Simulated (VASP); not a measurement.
# CO in VASP: single point with PBE

Aim: the single point of CO with PBE.

Everything below comes from runs of VASP 6.6.1. Logs are shortened: lines on timing, memory, paths and dates and some standing lists are left out, and cuts for length are marked.

### Step 1. The cell of the first run

The cell holds a molecule in a box, 2 atoms: a = 15.000 Å, b = 15.500 Å, c = 16.000 Å, α = 90.00°, β = 90.00°, γ = 90.00°.

### Step 2. Single point, PBE

The input, INCAR:

```
SYSTEM = CO
PREC = Accurate
ENCUT = 1000
EDIFF = 1E-6
ISMEAR = 0
SIGMA = 0.005
LREAL = .FALSE.
LASPH = .TRUE.
NELM = 120
ALGO = Normal
ISIF = 2
LWAVE = .FALSE.
LCHARG = .FALSE.
GGA = PE
NBANDS = 12
ISYM = 0
GGA_COMPAT = .FALSE.
NELMDL = -8
```

The input, KPOINTS:

```
regular mesh
0
G
  1 1 1
  0 0 0
```

The input, POSCAR:

```
CO
1.0
   15.0000000000      0.0000000000      0.0000000000
    0.0000000000     15.5000000000      0.0000000000
    0.0000000000      0.0000000000     16.0000000000
C O
1 1
Direct
    0.5018288965      0.4990307545      0.4645799042
    0.4981711035      0.5009692455      0.5354200958
```

Potentials or basis: VASP PAW PBE potentials, release 64 (C_h, O_h).

Run with:

```bash
cat potpaw_PBE.64/C_h/POTCAR potpaw_PBE.64/O_h/POTCAR > POTCAR
mpirun -np 1 vasp_gam > vasp.out
```

OUTCAR:

```text
SYSTEM = CO
   PREC = Accurate
   ENCUT = 1000
   EDIFF = 1E-6
   ISMEAR = 0
   LREAL = .FALSE.
   LASPH = .TRUE.
   NELM = 120
   ISIF = 2
   GGA = PE
   ISYM = 0
   NELMDL = -8

 ion  position               nearest neighbor table
   1  0.502  0.499  0.465-   2 1.14
   2  0.498  0.501  0.535-   1 1.14

IMPORTANT INFORMATION: All symmetrisations will be switched off!
NOSYMM: (Re-)initialisation of all symmetry stuff for point group C_1.

----------------------------------------------------------------------------------------

                                     Primitive cell

  volume of cell :    3720.0000

  direct lattice vectors                    reciprocal lattice vectors
    15.000000000  0.000000000  0.000000000     0.066666667  0.000000000  0.000000000
     0.000000000 15.500000000  0.000000000     0.000000000  0.064516129  0.000000000
     0.000000000  0.000000000 16.000000000     0.000000000  0.000000000  0.062500000

  length of vectors
    15.000000000 15.500000000 16.000000000     0.066666667  0.064516129  0.062500000

  position of ions in fractional coordinates (direct lattice)
     0.501828897  0.499030754  0.464579904
     0.498171103  0.500969246  0.535420096

  ion indices of the primitive-cell ions
   primitive index   ion index
                 1           1
                 2           2

----------------------------------------------------------------------------------------

 KPOINTS: regular mesh

Automatic generation of k-mesh.
 Grid dimensions read from file:
 generate k-points for:    1    1    1

 Generating k-lattice:

  Cartesian coordinates                     Fractional coordinates (reciprocal lattice)
     0.066666667  0.000000000  0.000000000     1.000000000  0.000000000  0.000000000
     0.000000000  0.064516129  0.000000000     0.000000000  1.000000000  0.000000000
     0.000000000  0.000000000  0.062500000     0.000000000  0.000000000  1.000000000

  Length of vectors
     0.066666667  0.064516129  0.062500000

  Shift w.r.t. Gamma in fractional coordinates (k-lattice)
     0.000000000  0.000000000  0.000000000

 Subroutine IBZKPT returns following result:
 ===========================================

 Found      1 irreducible k-points:

 Following reciprocal coordinates:
            Coordinates               Weight
  0.000000  0.000000  0.000000      1.000000
   k-points           NKPTS =      1   k-points in BZ     NKDIM =      1   number of bands    NBANDS=     12
   number of dos      NEDOS =    301   number of ions     NIONS =      2
   total plane-waves  NPLWV = ******
   dimension x,y,z NGX =   160 NGY =  160 NGZ =  168
   dimension x,y,z NGXF=   320 NGYF=  320 NGZF=  336
   ions per type =               1   1
   NGX,Y,Z   is equivalent  to a cutoff of  17.73, 17.16, 17.46 a.u.
   NGXF,Y,Z  is equivalent  to a cutoff of  35.47, 34.32, 34.91 a.u.
 SYSTEM =  CO
   PREC   = accura    normal or accurate (medium, high low for compatibility)
   ISTART =      0    job   : 0-new  1-cont  2-samecut
   ICHARG =      2    charge: 1-file 2-atom 10-const
   ISPIN  =      1    spin polarized calculation?
   LNONCOLLINEAR =      F non collinear calculations
   LSORBIT =      F    spin-orbit coupling
   LASPH  =      T    aspherical Exc in radial PAW
   ENCUT  = 1000.0 eV  73.50 Ry    8.57 a.u.  38.68 39.97 41.25*2*pi/ulx,y,z
   NELM   =    120;   NELMIN=  2; NELMDL= -8     # of ELM steps
   EDIFF  = 0.1E-05   stopping-criterion for ELM
   LREAL  =      F    real-space projection
   EDIFFG = 0.1E-04   stopping-criterion for IOM
   NSW    =      0    number of steps for IOM
   IBRION =     -1    ionic relax: 0-MD 1-quasi-New 2-CG
   NFREE  =      0    steps in history (QN), initial steepest desc. (CG)
   ISIF   =      2    stress and relaxation
   ISYM   =      0    0-nonsym 1-usesym 2-fastsym
   POTIM  = 0.5000    time-step for ionic-motion
   TEBEG  =    0.0;   TEEND  =   0.0 temperature during run
   PSTRESS=    0.0 pullay stress
   NELECT =      10.0000    total number of electrons
   NUPDOWN=      -1.0000    fix difference up-down
   EMIN   =  10.00;   EMAX   =-10.00  energy-range for DOS
   EFERMI =   0.00;   METHOD = LEGACY
   ISMEAR =     0;   SIGMA  =   0.01  broadening in eV -4-tet -1-fermi 0-gaus
   EFERMI_NEDOS =   21; number of points for ismear=-14 and -15
   IALGO  =     38    algorithm
   IMIX   =      4    mixing-type and parameters
     AMIX     =   0.40;   BMIX     =  1.00
     AMIX_MAG =   1.60;   BMIX_MAG =  1.00
  volume/ion in A,a.u.               =    1860.00     12551.90
  Fermi-wavevector in a.u.,A,eV,Ry     =   0.227629  0.430156  0.704984  0.051815
  Thomas-Fermi vector in A             =   1.017343
   LORBIT       =      0    0 simple, 1 ext, 2 COOP (PROOUT), +10 PAW based schemes
   GGA     = PE    functional components
   LHFCALC =     F    Hartree Fock is set to
   AEXX    =    0.0000 exact exchange contribution
   IVDW    =     0    specifies the selected vdW correction
   LEPSILON=     F    determine dielectric tensor
   LRPA    =     F    only Hartree local field effects (RPA)
 non-spin polarized calculation
 Gauss-broadening in eV      SIGMA  =   0.01
  energy-cutoff  :     1000.00
  volume of cell :     3720.00
 maximum number of plane-waves:    133573
 NGX is ok and might be reduce to   160
   NGX = 77   NGY = 79   NGZ = 83

 number of electron       9.9999999 magnetization

 number of electron      10.0000000 magnetization

 Free energy of the ion-electron system (eV)
  ---------------------------------------------------
  ext. energy  EPLUGINS =         0.00000000
  ---------------------------------------------------
  free energy    TOTEN  =       -14.95092559 eV

  energy without entropy =      -14.95092559  energy(sigma->0) =      -14.95092559

 E-fermi :  -8.9163     XC(G=0):  -0.1882

 val. band max:       -9.0087290618   @ k =   0.0000   0.0000   0.0000
 cond. band min:      -2.0248954043   @ k =   0.0000   0.0000   0.0000
 fundamental gap:      6.9838336576
 Fermi energy:        -8.9163322557

 k-point     1 :       0.0000    0.0000    0.0000
  band No.  band energies     occupation
      1     -29.2113      2.00000
      2     -14.0830      2.00000
      3     -11.7512      2.00000
      4     -11.7512      2.00000
      5      -9.0087      2.00000
      6      -2.0249      0.00000
      7      -2.0249      0.00000
      8      -0.1299      0.00000
      9       0.3626      0.00000
     10       0.4853      0.00000
     11       0.5262      0.00000
     12       0.6087      0.00000

------------------------ aborting loop because EDIFF is reached ----------------------------------------

  FORCE on cell =-STRESS in cart. coord.  units (eV):
  Direction    XX          YY          ZZ          XY          YZ          ZX
  --------------------------------------------------------------------------------------
  -------------------------------------------------------------------------------------
  Total       -0.0092632     -0.0096568      0.0369131     -0.0000743      0.0012996     -0.0022476
  in kB       -0.0039896     -0.0041591      0.0158982     -0.0000320      0.0005597     -0.0009680
  external PRESSURE =       0.0025832 kB  Pullay stress =       0.0000000 kB

 VOLUME and BASIS-vectors are now :
 -----------------------------------------------------------------------------
  energy-cutoff  :     1000.00
  volume of cell :     3720.00
      direct lattice vectors                 reciprocal lattice vectors
    15.000000000  0.000000000  0.000000000     0.066666667  0.000000000  0.000000000
     0.000000000 15.500000000  0.000000000     0.000000000  0.064516129  0.000000000
     0.000000000  0.000000000 16.000000000     0.000000000  0.000000000  0.062500000

 POSITION                                       TOTAL-FORCE (eV/Angst)
 -----------------------------------------------------------------------------------
      7.52743      7.73498      7.43328         0.001910     -0.001027     -0.042018
      7.47257      7.76502      8.56672        -0.001910      0.001027      0.042018
 -----------------------------------------------------------------------------------
    total drift:                                0.000299     -0.000180     -0.000429

  FREE ENERGIE OF THE ION-ELECTRON SYSTEM (eV)
  ---------------------------------------------------
  free  energy   TOTEN  =       -14.9509255885 eV

  energy  without entropy=      -14.9509255885  energy(sigma->0) =      -14.95092559
```

It took 8.8 min on 1 thread of Intel Xeon Platinum 8488C (Sapphire Rapids), shared host; peak memory 5.3 GiB.

What came out:

- Free energy: -14.9509 eV
- Largest force: 0.042 eV/Å
- Gap between the frontier levels: 6.98 eV

Forces on the atoms (eV/Å):
```
C    0.002 -0.001 -0.042
O   -0.002  0.001  0.042
```

Levels at points of the mesh, in eV from the valence-band top:
```csv
k point,band 2,band 3,band 4,band 5,band 6,band 7,band 8,band 9
"(0.00, 0.00, 0.00)",-5.07,-2.74,-2.74,0.00,6.98,6.98,8.88,9.37
```
